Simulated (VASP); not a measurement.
Wanted: the native input for a VASP 6.6.1 run.

```
Task                    : density of states
Functional              : SVWN5
Potentials or basis     : VASP PAW PBE potentials, release 64 (W_sv, C)
Cutoff                  : 520 eV
k mesh                  : 10 × 10 × 9
Occupations             : tetrahedron, width 0.05 eV
Spin                    : no spin polarisation
Dipole correction       : no
k mesh for the DOS      : 15 × 15 × 14
Occupations for the DOS : tetrahedron
Further INCAR settings  : ALGO = Normal; EDIFF = 1e-07; NBANDS = 16
```

The system is WC (Qusongite).

```
W C
1.0
     2.86722    0.00000    0.00000
    -1.43361    2.48308    0.00000
     0.00000    0.00000    2.79826
W C
1 1
Cartesian
  0.0000 0.0000 0.0000
  1.4336 0.8277 1.3991
```

This cell differs from its parent crystal: volume scaled by 0.96.

These files were run (other wordings do the same):

POSCAR

```
WC
1.0
    2.8672181576      0.0000000000      0.0000000000
   -1.4336090788      2.4830837627      0.0000000000
    0.0000000000      0.0000000000      2.7982628680
W C
1 1
Direct
    0.0000000000      0.0000000000      0.0000000000
    0.6666666667      0.3333333333      0.5000000000
```

INCAR.step1

```
SYSTEM = WC
PREC = Accurate
ENCUT = 520
EDIFF = 1E-7
ISMEAR = -5
SIGMA = 0.05
LREAL = .False.
LASPH = .True.
NELM = 80
ALGO = Normal
ISIF = 2
LWAVE = .False.
LCHARG = .True.
LMAXMIX = 4
GGA = VW
NBANDS = 16
```

KPOINTS.step1

```
regular mesh
0
Gamma
  10 10 9
  0 0 0
```

INCAR.step2

```
SYSTEM = WC
PREC = Accurate
ENCUT = 520
EDIFF = 1E-7
ISMEAR = -5
SIGMA = 0.05
LREAL = .False.
LASPH = .True.
NELM = 80
ALGO = Normal
ISIF = 2
LWAVE = .False.
LCHARG = .False.
LMAXMIX = 4
GGA = VW
LORBIT = 10
NBANDS = 16
NEDOS = 1001
ICHARG = 11
```

KPOINTS.step2

```
regular mesh
0
Gamma
  15 15 14
  0 0 0
```

Potentials or basis: VASP PAW PBE potentials, release 64 (W_sv, C).

Run with:

```console
$ cat potpaw_PBE.64/W_sv/POTCAR potpaw_PBE.64/C/POTCAR > POTCAR
$ cp INCAR.step1 INCAR
$ cp KPOINTS.step1 KPOINTS
$ mpirun -np 1 vasp_std > vasp.out
$ cp INCAR.step2 INCAR
$ cp KPOINTS.step2 KPOINTS
$ mpirun -np 1 vasp_std > vasp.out
```

Results of the run:

The valence electrons inside the program's atomic spheres are W 12.34; C 2.45.

Caveat: spin-orbit coupling is left out, which moves the levels of the heavy elements.

Run time: 43 s on 1 thread of Intel(R) Xeon(R) Platinum 8259CL CPU @ 2.50GHz (Skylake/Cascade Lake), with other jobs on the host, peak memory 0.19 GiB.
